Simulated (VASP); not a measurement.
Set up this calculation in VASP 6.6.1, as the native input.

| Item | Value |
| --- | --- |
| Task | single point |
| Functional | PBEsol |
| Potentials or basis | VASP PAW PBE potentials, release 64 (Tl_d) |
| Cutoff | 520 eV |
| k mesh | 10 × 6 × 13 |
| Occupations | gaussian, width 0.1 eV |
| Spin | no spin polarisation |
| Dipole correction | no |
| Further INCAR settings | ALGO = Fast; EDIFF = 1e-07; NBANDS = 20; ISYM = 0 |

The structure of Tl lies in POSCAR:

```
Tl
1.0
    3.5261229966      0.0000000000      0.0000000000
   -1.7630614983      6.1453613477      0.0000000000
    1.7630614983      1.5174303043      2.6500118512
Tl
2
Direct
    0.0833333333      0.7500000000      0.5833333333
    0.9166666667      0.2500000000      0.4166666667
```

The input as run:

INCAR

```
SYSTEM = Tl
PREC     = Accurate       ! precision mode
ENCUT    = 520            ! plane-wave cutoff, eV
EDIFF    = 1E-7           ! SCF threshold, eV
ISMEAR   = 0              ! smearing method
SIGMA    = 0.1            ! smearing width, eV
LREAL    = .FALSE.        ! projectors in reciprocal space
LASPH    = .TRUE.         ! aspherical terms in the spheres
NELM     = 60             ! most SCF steps
ALGO     = Fast           ! electronic algorithm
ISIF     = 2              ! what is computed and relaxed
LWAVE    = .FALSE.        ! write WAVECAR
LCHARG   = .TRUE.         ! write CHGCAR
GGA      = PS             ! functional
LELF     = .TRUE.         ! ELF
LVHAR    = .TRUE.       
NBANDS   = 20             ! bands
ISYM     = 0
```

KPOINTS

```
Automatic mesh
0
G
  10 6 13
  0 0 0
```

Potentials or basis: VASP PAW PBE potentials, release 64 (Tl_d).

Launch:

```console
$ cat potpaw_PBE.64/Tl_d/POTCAR > POTCAR
$ mpirun -np 1 vasp_std > vasp.out
```

Results of the run:

| Quantity | Value |
| --- | --- |
| Pressure | 0.0 GPa |
| Largest force | 0.010 eV/Å |
| Band gap on the k mesh | zero (bands 13 and 14 overlap by 6.43 eV) |

Caveat: the PAW data sets were made with another functional, which shifts forces and pressure a little; spin-orbit coupling is left out, which moves the levels of the heavy elements.

Wall time 3.9 min on 1 thread of Intel(R) Xeon(R) Platinum 8488C (Sapphire Rapids), with other jobs on the host, peak memory 0.46 GiB.
